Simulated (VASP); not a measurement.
# TaN (P-6m2) in VASP: electric field gradients with PBE

Aim: the electric field gradients of TaN with PBE.

All numbers are computed with VASP 6.6.1; they aren't measurements. Logs are shortened: lines on timing, memory, paths and dates and some standing lists are left out, and cuts for length are marked.

## 1. The cell of the first run

It takes space group P-6m2 (No. 187, hexagonal). Conventional cell: a = 2.938 Å, b = 2.938 Å, c = 2.883 Å, α = 90.00°, β = 90.00°, γ = 120.00°. Within 3.0 Å of Ta (site symmetry -6m2) lie 6 N at 2.23 Å and 8 Ta at 2.88 to 2.94 Å. N (site symmetry -6m2) has 6 Ta at 2.23 Å and 8 N at 2.88 to 2.94 Å within 3.0 Å.

## 2. Electric field gradients, PBE, non-collinear spin, zero start, spin-orbit coupling

INCAR

```
PREC = Accurate ; ENCUT = 520
EDIFF = 1E-8 ; ISMEAR = -1
SIGMA = 0.02 ; LREAL = F
LASPH = T ; NELM = 200
ALGO = Normal ; ISIF = 2
LWAVE = F ; LCHARG = F
MAGMOM = 0 0 0 0 0 0 ; LORBIT = 11
LSORBIT = T ; GGA_COMPAT = F
LORBMOM = T ; LMAXMIX = 4
GGA = PE ; LEFG = T
NBANDS = 30
```

KPOINTS

```
regular mesh
0
Gamma
  12 12 10
```

POSCAR

```
TaN
1.0
    2.9379988584      0.0000000000      0.0000000000
   -1.4689994292      2.5443816477      0.0000000000
    0.0000000000      0.0000000000      2.8830000000
Ta N
1 1
Direct
    0.3333333333      0.6666666667      0.5000000000
    0.0000000000      0.0000000000      0.0000000000
```

Potentials or basis: VASP PAW PBE potentials, release 64 (Ta_sv_GW, N).

The run is started by

```bash
> cat potpaw_PBE.64/Ta_sv_GW/POTCAR potpaw_PBE.64/N/POTCAR > POTCAR
> mpirun -np 1 vasp_ncl > vasp.out
```

OUTCAR:

```text
PREC = Accurate
   ENCUT = 520
   EDIFF = 1E-8
   ISMEAR = -1
   LREAL = F
   LASPH = T
   NELM = 200
   ISIF = 2
   LORBIT = 11
   LSORBIT = T
   GGA = PE

 ion  position               nearest neighbor table
   1  0.333  0.667  0.500-   2 2.23   2 2.23   2 2.23   2 2.23   2 2.23   2 2.23
   2  0.000  0.000  0.000-   1 2.23   1 2.23   1 2.23   1 2.23   1 2.23   1 2.23

  LATTYP: Found a hexagonal cell.
 ALAT       =     2.9379988584
 C/A-ratio  =     0.9812801635

  Lattice vectors:

 A1 = (   2.9379988584,   0.0000000000,   0.0000000000)
 A2 = (  -1.4689994292,   2.5443816477,   0.0000000000)
 A3 = (   0.0000000000,   0.0000000000,   2.8830000000)

Analysis of symmetry for initial positions (statically):
=====================================================================
 Subroutine PRICEL returns:
 Original cell was already a primitive cell.

 Routine SETGRP: Setting up the symmetry group for a
 hexagonal supercell.

 Subroutine GETGRP returns: Found 12 space group operations
 (whereof 12 operations were pure point group operations)
 out of a pool of 24 trial point group operations.

The static configuration has the point symmetry D_3h.

Analysis of symmetry for dynamics (positions and initial velocities):
=====================================================================
 Subroutine PRICEL returns:
 Original cell was already a primitive cell.

 Routine SETGRP: Setting up the symmetry group for a
 hexagonal supercell.

 Subroutine GETGRP returns: Found 12 space group operations
 (whereof 12 operations were pure point group operations)
 out of a pool of 24 trial point group operations.

The dynamic configuration has the point symmetry D_3h.

Analysis of structural, dynamic, and magnetic symmetry:
=====================================================================
 Subroutine PRICEL returns:
 Original cell was already a primitive cell.

 Routine SETGRP: Setting up the symmetry group for a
 hexagonal supercell.

 Subroutine GETGRP returns: Found 12 space group operations
 (whereof 12 operations were pure point group operations)
 out of a pool of 24 trial point group operations.

The overall configuration has the point symmetry D_3h.

 Subroutine INISYM returns: Found 12 space group operations
 (whereof 12 operations are pure point group operations),
 and found     1 'primitive' translations

----------------------------------------------------------------------------------------

                                     Primitive cell

  volume of cell :      21.5516

  direct lattice vectors                    reciprocal lattice vectors
     2.937998858  0.000000000  0.000000000     0.340367729  0.196511400  0.000000000
    -1.468999429  2.544381648  0.000000000     0.000000000  0.393022800  0.000000000
     0.000000000  0.000000000  2.883000000     0.000000000  0.000000000  0.346860909

  length of vectors
     2.937998858  2.937998858  2.883000000     0.393022800  0.393022800  0.346860909

  position of ions in fractional coordinates (direct lattice)
     0.333333333  0.666666667  0.500000000
     0.000000000  0.000000000  0.000000000

  ion indices of the primitive-cell ions
   primitive index   ion index
                 1           1
                 2           2

----------------------------------------------------------------------------------------

 KPOINTS: regular mesh

Automatic generation of k-mesh.
 Grid dimensions read from file:
 generate k-points for:   12   12   10

[... 925 lines left out ...]
 VOLUME and BASIS-vectors are now :
 -----------------------------------------------------------------------------
  energy-cutoff  :      520.00
  volume of cell :       21.55
      direct lattice vectors                 reciprocal lattice vectors
     2.937998858  0.000000000  0.000000000     0.340367729  0.196511400  0.000000000
    -1.468999429  2.544381648  0.000000000     0.000000000  0.393022800  0.000000000
     0.000000000  0.000000000  2.883000000     0.000000000  0.000000000  0.346860909

 POSITION                                       TOTAL-FORCE (eV/Angst)
 -----------------------------------------------------------------------------------
     -0.00000      1.69625      1.44150        -0.000000     -0.000000      0.000000
      0.00000      0.00000      0.00000         0.000000      0.000000      0.000000
 -----------------------------------------------------------------------------------
    total drift:                                0.000000     -0.000000      0.000000

  FREE ENERGIE OF THE ION-ELECTRON SYSTEM (eV)
  ---------------------------------------------------
  free  energy   TOTEN  =       -26.3492505135 eV

  energy  without entropy=      -26.3491009173  energy(sigma->0) =      -26.34917572

 Electric field gradients (V/A^2)
---------------------------------------------------------------------
 ion       V_xx      V_yy      V_zz      V_xy      V_xz      V_yz
---------------------------------------------------------------------
   1     -17.207   -17.207    34.413     0.000     0.000     0.000
   2      -0.435    -0.434     0.869     0.001     0.000    -0.000
---------------------------------------------------------------------

 Electric field gradients after diagonalization (V/A^2)
 (convention: |V_zz| > |V_xx| > |V_yy|)
----------------------------------------------------------------------
 ion       V_xx      V_yy      V_zz     asymmetry (V_yy - V_xx)/ V_zz
----------------------------------------------------------------------
   1     -17.207   -17.207    34.413       0.000
   2      -0.436    -0.433     0.869       0.003
----------------------------------------------------------------------

           NMR quadrupolar parameters

 Cq : quadrupolar parameter    Cq=e*Q*V_zz/h
 eta: asymmetry parameters     (V_yy - V_xx)/ V_zz
 Q  : nuclear electric quadrupole moment in mb (millibarn)
----------------------------------------------------------------------
 ion       Cq(MHz)       eta       Q (mb)
----------------------------------------------------------------------
   1       0.083       0.000       1.000
   2       0.002       0.003       1.000
----------------------------------------------------------------------

 orbital moment (x)

 # of ion     p       d       f       tot
 ------------------------------------------------
  1        -0.000   0.000  -0.000   0.000
  2         0.000   0.000   0.000   0.000
 ------------------------------------------------
           -0.000   0.000  -0.000   0.000

 orbital moment (y)

 # of ion     p       d       f       tot
 ------------------------------------------------
  1         0.000  -0.000  -0.000  -0.000
  2         0.000   0.000   0.000   0.000
 ------------------------------------------------
            0.000  -0.000  -0.000  -0.000

 orbital moment (z)

 # of ion     p       d       f       tot
 ------------------------------------------------
  1         0.000   0.000  -0.000  -0.000
  2         0.000   0.000   0.000   0.000
 ------------------------------------------------
            0.000   0.000  -0.000  -0.000

 Spin-Orbit-Coupling matrix elements

 Ion:    1  E_soc:     -2.7832148
 l=   1
     0.0000000    -0.4454856    -0.4489123
    -0.4454856     0.0000000    -0.4454856
    -0.4489123    -0.4454856     0.0000000
 l=   2
     0.0000000    -0.0031175     0.0000000    -0.0031175    -0.0188934
    -0.0031175     0.0000000    -0.0092743    -0.0018598    -0.0031175
     0.0000000    -0.0092743     0.0000000    -0.0092743     0.0000000
    -0.0031175    -0.0018598    -0.0092743     0.0000000    -0.0031175
    -0.0188934    -0.0031175     0.0000000    -0.0031175     0.0000000
 l=   3
     0.0000000     0.0000006     0.0000000     0.0000000     0.0000000     0.0000006     0.0000329
     0.0000006     0.0000000    -0.0000038     0.0000000    -0.0000038    -0.0000041     0.0000024
     0.0000000    -0.0000038     0.0000000     0.0000115     0.0000050    -0.0000038     0.0000000
     0.0000000     0.0000000     0.0000115     0.0000000     0.0000115     0.0000000     0.0000000
     0.0000000    -0.0000038     0.0000050     0.0000115     0.0000000    -0.0000038     0.0000000
     0.0000006    -0.0000041    -0.0000038     0.0000000    -0.0000038     0.0000000     0.0000024
     0.0000329     0.0000024     0.0000000     0.0000000     0.0000000     0.0000024     0.0000000

 Ion:    2  E_soc:     -0.0005060
 l=   1
     0.0000000    -0.0000856    -0.0000817
    -0.0000856     0.0000000    -0.0000856
    -0.0000817    -0.0000856     0.0000000
 l=   2
     0.0000000     0.0000000     0.0000000     0.0000000     0.0000000
     0.0000000     0.0000000     0.0000000     0.0000000     0.0000000
     0.0000000     0.0000000     0.0000000     0.0000000     0.0000000
     0.0000000     0.0000000     0.0000000     0.0000000     0.0000000
     0.0000000     0.0000000     0.0000000     0.0000000     0.0000000
 l=   3
     0.0000000     0.0000000     0.0000000     0.0000000     0.0000000     0.0000000     0.0000000
     0.0000000     0.0000000     0.0000000     0.0000000     0.0000000     0.0000000     0.0000000
     0.0000000     0.0000000     0.0000000     0.0000000     0.0000000     0.0000000     0.0000000
     0.0000000     0.0000000     0.0000000     0.0000000     0.0000000     0.0000000     0.0000000
     0.0000000     0.0000000     0.0000000     0.0000000     0.0000000     0.0000000     0.0000000
     0.0000000     0.0000000     0.0000000     0.0000000     0.0000000     0.0000000     0.0000000
     0.0000000     0.0000000     0.0000000     0.0000000     0.0000000     0.0000000     0.0000000

 total charge

# of ion       s       p       d       f       tot
--------------------------------------------------
    1        3.201   6.060   2.383   0.101  11.745
    2        1.230   2.505   0.000   0.000   3.735
--------------------------------------------------
tot          4.430   8.565   2.383   0.101  15.479

 magnetization (x)

# of ion       s       p       d       f       tot
--------------------------------------------------
    1        0.000   0.000   0.000  -0.000   0.000
    2        0.000  -0.000   0.000   0.000  -0.000
--------------------------------------------------
tot          0.000  -0.000   0.000  -0.000   0.000

 magnetization (y)

# of ion       s       p       d       f       tot
--------------------------------------------------
    1        0.000   0.000   0.000   0.000   0.000
    2        0.000   0.000   0.000   0.000   0.000
--------------------------------------------------
tot          0.000   0.000   0.000   0.000   0.000

 magnetization (z)

# of ion       s       p       d       f       tot
--------------------------------------------------
    1        0.000   0.000   0.000  -0.000   0.000
    2       -0.000  -0.000   0.000   0.000  -0.000
--------------------------------------------------
tot         -0.000  -0.000   0.000  -0.000   0.000
```

Run time: 3.4 min. Hardware: 1 thread of Intel Xeon Platinum 8259CL at 2.50GHz (Skylake/Cascade Lake), shared host; peak memory 0.34 GiB.

Results:

| Quantity | Value |
| --- | --- |
| Free energy | -26.3493 eV |
| Pressure | 4.4 GPa |
| Net moment | 0.00 μB per cell |
| Largest electric field gradient by atom | Ta +34.4; N +0.9 V/Å² |
| Valence electrons inside the program's atomic spheres | Ta 11.74; N 3.73 |

Moments on the atoms (μB; x, y, z):
```
Ta  0.00 0.00 0.00
N   0.00 0.00 0.00
```

Electric field gradients, principal values (V/Å²):
| atom | least | middle | greatest (by size) |
| --- | --- | --- | --- |
| 1 Ta | -17.207 | -17.207 | 34.413 |
| 2 N | -0.433 | -0.436 | 0.869 |

Caveat: the cell stands under pressure; without QUAD_EFG the Cq values of the log hold for a quadrupole moment of 1 mb, not for the nuclei.
